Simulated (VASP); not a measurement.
**SrTiO3: single point with PBE**

The system is SrTiO3.

```xyz
5
Lattice="3.9823 0.0000 0.0000 0.0000 3.9823 0.0000 0.0000 0.0000 3.8447" Properties=species:S:1:pos:R:3 pbc="T T T"
Sr    0.0109    0.0000    0.0000
Ti    2.0425    1.9911    1.9223
O    -0.0777    1.9911    1.9223
O     1.9233    0.0000    1.9223
O     1.9233    1.9911    0.0000
```

This cell differs from its parent crystal: atoms displaced along a vibrational mode, the cell strained.

- Program: VASP 6.6.1
- Task: single point
- Functional: PBE
- Potentials or basis: VASP PAW PBE potentials, release 64 (Sr_sv, Ti_sv, O)
- Cutoff: 520 eV
- k mesh: 8 × 8 × 8
- Occupations: gaussian, width 0.05 eV
- Spin: no spin polarisation

```yaml
Pressure: 2.0 GPa
Largest_force: 0.120 eV/Å
Band_gap_on_the_k_mesh: 1.86 eV (least direct gap 2.39 eV)
```

Forces on the atoms (eV/Å):
```
Sr   0.083  0.000  0.000
Ti  -0.077  0.000  0.000
O    0.097  0.000  0.000
O    0.017  0.000  0.000
O   -0.120  0.000  0.000
```

Stress tensor (GPa, compression positive):
```
 1.07  0.00  0.00
 0.00 -1.48  0.00
 0.00  0.00  6.47
```

Levels at points of the mesh, in eV from the valence-band top:
```csv
k point,band 16,band 17,band 18,band 19,band 20,band 21,band 22,band 23,band 24,band 25
"(0.00, 0.00, 0.00)",-1.26,-1.23,-0.60,-0.54,-0.53,1.86,2.07,2.16,4.17,4.41
"(0.50, 0.00, 0.00)",-2.38,-2.29,-1.97,-0.74,-0.72,2.01,3.67,3.70,4.27,6.37
"(0.00, 0.50, 0.00)",-2.19,-2.14,-1.96,-1.05,-0.89,2.29,3.55,3.59,4.38,6.17
"(0.50, 0.50, 0.00)",-2.61,-1.72,-1.70,-1.69,-0.27,3.57,3.70,4.00,5.39,7.59
"(0.00, 0.00, 0.50)",-2.54,-2.33,-2.00,-1.05,-0.93,2.23,3.86,3.91,4.18,6.31
"(0.50, 0.00, 0.50)",-2.95,-1.75,-1.51,-1.50,-0.18,3.68,3.89,4.20,5.02,7.72
"(0.00, 0.50, 0.50)",-2.79,-1.80,-1.64,-1.63,-0.09,3.60,3.92,4.20,4.92,7.70
"(0.50, 0.50, 0.50)",-3.77,-3.56,-0.16,-0.10,0.00,4.21,4.38,4.40,6.68,6.72
```

Run time: 4.4 min on 1 thread of AMD EPYC 7R13, on a shared host, peak memory 0.3 GiB.

Caveat: the cell differs from its parent crystal (atoms displaced along a vibrational mode, the cell strained). A k mesh can miss the band edges.
